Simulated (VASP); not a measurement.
# Ge (Cmmm) in VASP: single point with PBE

Aim: the single point of Ge with PBE.

Everything below comes from runs of VASP 6.6.1. Logs are shortened: lines on timing, memory, paths and dates and some standing lists are left out, and cuts for length are marked.

## Step 1: The cell of the first run

Symmetry: Cmmm, No. 65, orthorhombic system. The conventional cell has a = 5.405 Å, b = 6.424 Å, c = 2.068 Å, α = 90.00°, β = 90.00°, γ = 90.00°. Ge (site symmetry mmm) has 2 Ge at 2.07 Å within 2.7 Å.

## Step 2: Single point, PBE

File INCAR:

```
ALGO     = Normal         # electronic algorithm
EDIFF    = 1E-6           # SCF threshold, eV
ENCUT    = 520            # plane-wave cutoff, eV
GGA      = PE             # functional
ISIF     = 2              # what is computed and relaxed
ISMEAR   = 0              # smearing method
LASPH    = T              # aspherical terms in the spheres
LCHARG   = F              # write CHGCAR
LREAL    = F              # projectors in reciprocal space
LWAVE    = F              # write WAVECAR
NBANDS   = 13             # bands
NELM     = 60             # most SCF steps
PREC     = Accurate       # precision mode
SIGMA    = 0.1            # smearing width, eV
```

File KPOINTS:

```
k-points
0
Gamma
  4 4 8
```

File POSCAR:

```
Ge
1.0
    2.7022730900     -3.2118587500      0.0000000000
    2.7022730900      3.2118587500      0.0000000000
    0.0000000000      0.0000000000      2.0681908500
Ge
1
Direct
    0.5000000000      0.5000000000      0.0000000000
```

Potentials or basis: VASP PAW PBE potentials, release 64 (Ge_d).

Command:

```bash
$ cat potpaw_PBE.64/Ge_d/POTCAR > POTCAR
$ mpirun -np 1 vasp_std > vasp.out
```

OUTCAR:

```text
EDIFF = 1E-6
   ENCUT = 520
   GGA = PE
   ISIF = 2
   ISMEAR = 0
   LASPH = T
   LREAL = F
   NELM = 60
   PREC = Accurate

 ion  position               nearest neighbor table
   1  0.500  0.500  0.000-

  LATTYP: Found a base centered orthorhombic cell.
 ALAT       =     5.4045461800
 B/A-ratio  =     1.1885766697
 C/A-ratio  =     0.3826761362

  Lattice vectors:

 A1 = (   2.7022730900,  -3.2118587500,   0.0000000000)
 A2 = (   2.7022730900,   3.2118587500,   0.0000000000)
 A3 = (   0.0000000000,   0.0000000000,   2.0681908500)

Analysis of symmetry for initial positions (statically):
=====================================================================
 Subroutine PRICEL returns:
 Original cell was already a primitive cell.

 Routine SETGRP: Setting up the symmetry group for a
 base centered orthorhombic supercell.

 Subroutine GETGRP returns: Found  8 space group operations
 (whereof  8 operations were pure point group operations)
 out of a pool of  8 trial point group operations.

The static configuration has the point symmetry D_2h.

Analysis of symmetry for dynamics (positions and initial velocities):
=====================================================================
 Subroutine PRICEL returns:
 Original cell was already a primitive cell.

 Routine SETGRP: Setting up the symmetry group for a
 base centered orthorhombic supercell.

 Subroutine GETGRP returns: Found  8 space group operations
 (whereof  8 operations were pure point group operations)
 out of a pool of  8 trial point group operations.

The dynamic configuration has the point symmetry D_2h.

 Subroutine INISYM returns: Found  8 space group operations
 (whereof  8 operations are pure point group operations),
 and found     1 'primitive' translations

----------------------------------------------------------------------------------------

                                     Primitive cell

  volume of cell :      35.9010

  direct lattice vectors                    reciprocal lattice vectors
     2.702273090 -3.211858750  0.000000000     0.185029412 -0.155673097  0.000000000
     2.702273090  3.211858750  0.000000000     0.185029412  0.155673097  0.000000000
     0.000000000  0.000000000  2.068190850     0.000000000  0.000000000  0.483514372

  length of vectors
     4.197417835  4.197417835  2.068190850     0.241805700  0.241805700  0.483514372

  position of ions in fractional coordinates (direct lattice)
     0.500000000  0.500000000  0.000000000

  ion indices of the primitive-cell ions
   primitive index   ion index
[... 76 lines left out ...]
   NSW    =      0    number of steps for IOM
   IBRION =     -1    ionic relax: 0-MD 1-quasi-New 2-CG
   NFREE  =      0    steps in history (QN), initial steepest desc. (CG)
   ISIF   =      2    stress and relaxation
   ISYM   =      2    0-nonsym 1-usesym 2-fastsym
   POTIM  = 0.5000    time-step for ionic-motion
   TEBEG  =    0.0;   TEEND  =   0.0 temperature during run
   PSTRESS=    0.0 pullay stress
   NELECT =      14.0000    total number of electrons
   NUPDOWN=      -1.0000    fix difference up-down
   EMIN   =  10.00;   EMAX   =-10.00  energy-range for DOS
   EFERMI =   0.00;   METHOD = LEGACY
   ISMEAR =     0;   SIGMA  =   0.10  broadening in eV -4-tet -1-fermi 0-gaus
   EFERMI_NEDOS =   21; number of points for ismear=-14 and -15
   IALGO  =     38    algorithm
   IMIX   =      4    mixing-type and parameters
     AMIX     =   0.40;   BMIX     =  1.00
     AMIX_MAG =   1.60;   BMIX_MAG =  1.00
  volume/ion in A,a.u.               =      35.90       242.27
  Fermi-wavevector in a.u.,A,eV,Ry     =   1.196048  2.260204 19.463566  1.430532
  Thomas-Fermi vector in A             =   2.331999
   LORBIT       =      0    0 simple, 1 ext, 2 COOP (PROOUT), +10 PAW based schemes
   GGA     = PE    functional components
   LHFCALC =     F    Hartree Fock is set to
   AEXX    =    0.0000 exact exchange contribution
   IVDW    =     0    specifies the selected vdW correction
   LEPSILON=     F    determine dielectric tensor
   LRPA    =     F    only Hartree local field effects (RPA)
 non-spin polarized calculation
 Gauss-broadening in eV      SIGMA  =   0.10
  energy-cutoff  :      520.00
  volume of cell :       35.90
 maximum number of plane-waves:       984
   NGX = 15   NGY = 15   NGZ =  7

 number of electron      14.0000014 magnetization

 Free energy of the ion-electron system (eV)
  ---------------------------------------------------
  ext. energy  EPLUGINS =         0.00000000
  ---------------------------------------------------
  free energy    TOTEN  =        -2.61223404 eV

  energy without entropy =       -2.60966883  energy(sigma->0) =       -2.61095143

 E-fermi :   0.9910     XC(G=0):  -7.6405

 val. band max:        0.9707151891   @ k =   0.5000   0.5000   0.2500
 cond. band min:       1.0847361425   @ k =   0.2500   0.2500   0.2500
 fundamental gap:      0.1140209535
 Fermi energy:         0.9910148887

 k-point     1 :       0.0000    0.0000    0.0000
  band No.  band energies     occupation
      1     -24.5825      2.00000
      2     -23.5663      2.00000
      3     -23.5634      2.00000
      4     -23.2920      2.00000
      5     -23.2852      2.00000
      6     -10.4543      2.00000
      7      -0.1181      2.00000
      8       0.1470      2.00000
      9       4.3791      0.00000
     10       6.5510      0.00000
     11      11.2724      0.00000
     12      12.0284      0.00000
     13      16.2836      0.00000
[... 354 lines left out ...]
  band No.  band energies     occupation
      1     -23.8651      2.00000
      2     -23.8580      2.00000
      3     -23.4860      2.00000
      4     -23.4854      2.00000
      5     -23.2619      2.00000
      6      -5.5794      2.00000
      7       3.0239      0.00000
      8       3.8411      0.00000
      9       5.3981      0.00000
     10      10.9963      0.00000
     11      12.1045      0.00000
     12      14.2372      0.00000
     13      14.3027      0.00000

 [... further k-points ...]
[... 5 lines left out ...]
  --------------------------------------------------------------------------------------
  -------------------------------------------------------------------------------------
  Total       -0.0256081      0.0016609      9.3209279      0.0000000      0.0000000      0.0000000
  in kB       -1.1428304      0.0741204    415.9713786      0.0000000      0.0000000      0.0000000
  external PRESSURE =     138.3008895 kB  Pullay stress =       0.0000000 kB

 VOLUME and BASIS-vectors are now :
 -----------------------------------------------------------------------------
  energy-cutoff  :      520.00
  volume of cell :       35.90
      direct lattice vectors                 reciprocal lattice vectors
     2.702273090 -3.211858750  0.000000000     0.185029412 -0.155673097  0.000000000
     2.702273090  3.211858750  0.000000000     0.185029412  0.155673097  0.000000000
     0.000000000  0.000000000  2.068190850     0.000000000  0.000000000  0.483514372

 POSITION                                       TOTAL-FORCE (eV/Angst)
 -----------------------------------------------------------------------------------
      2.70227      0.00000      0.00000         0.000000     -0.000000      0.000000
 -----------------------------------------------------------------------------------
    total drift:                               -0.000000     -0.000000     -0.000000

  FREE ENERGIE OF THE ION-ELECTRON SYSTEM (eV)
  ---------------------------------------------------
  free  energy   TOTEN  =        -2.6122340445 eV

  energy  without entropy=       -2.6096688252  energy(sigma->0) =       -2.61095143
```

Run time: 5.4 s. Hardware: 1 thread of AMD EPYC 9R45 (Zen 5), shared host; peak memory 0.11 GiB.

What came out:

| Property | Result |
| --- | --- |
| Free energy | -2.6122 eV |
| Pressure | 13.8 GPa |
| Band gap on the k mesh | zero (band 7 reaches 3.52 eV, above the bottom of band 8 at -1.40 eV) |

Stress tensor (GPa, compression positive):
```
-0.11  0.00  0.00
 0.00  0.01  0.00
 0.00  0.00 41.60
```

Caveat: the k points lie up to 0.38 Å⁻¹ apart.
